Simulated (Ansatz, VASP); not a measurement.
## One calculation of SiO2, two programs

```
CELL_PARAMETERS angstrom
-2.47324 2.47324 3.65636
2.47324 -2.47324 3.65636
2.47324 2.47324 -3.65636
ATOMIC_POSITIONS crystal
Si 0.00000 0.00000 0.00000
Si 0.75000 0.25000 0.50000
O 0.97317 0.62500 0.84817
O 0.37500 0.22317 0.34817
O 0.77683 0.12500 0.15183
O 0.87500 0.02683 0.65183
```

Alike in both runs: functional r2SCAN; k mesh 8 × 8 × 8; occupations gaussian, width 0.02 eV; no spin polarisation.

Ansatz relaxed the structure, and its values are those at the end. VASP's run is a single point on that final structure, the one shown.

```csv
,VASP,Ansatz
version,VASP 6.6.1,Ansatz 0.2.0
potentials or method,"VASP PAW PBE potentials, release 64 (Si, O), cutoff 520 eV","scalar-relativistic, plane waves, PAW"
valence electrons in the cell,32,32
```

Ansatz gave:

```
gap on the k mesh at the Fermi level (eV) : 6.56
least direct gap on the mesh (eV)         : 6.56
pressure (GPa)                            : 0.0
```

Q: Which values does VASP return?

A: gap on the k mesh at the Fermi level (eV): 6.56; least direct gap on the mesh (eV): 6.56; pressure (GPa): 0.2.

VASP's potentials were made for PBE, not for r2SCAN.
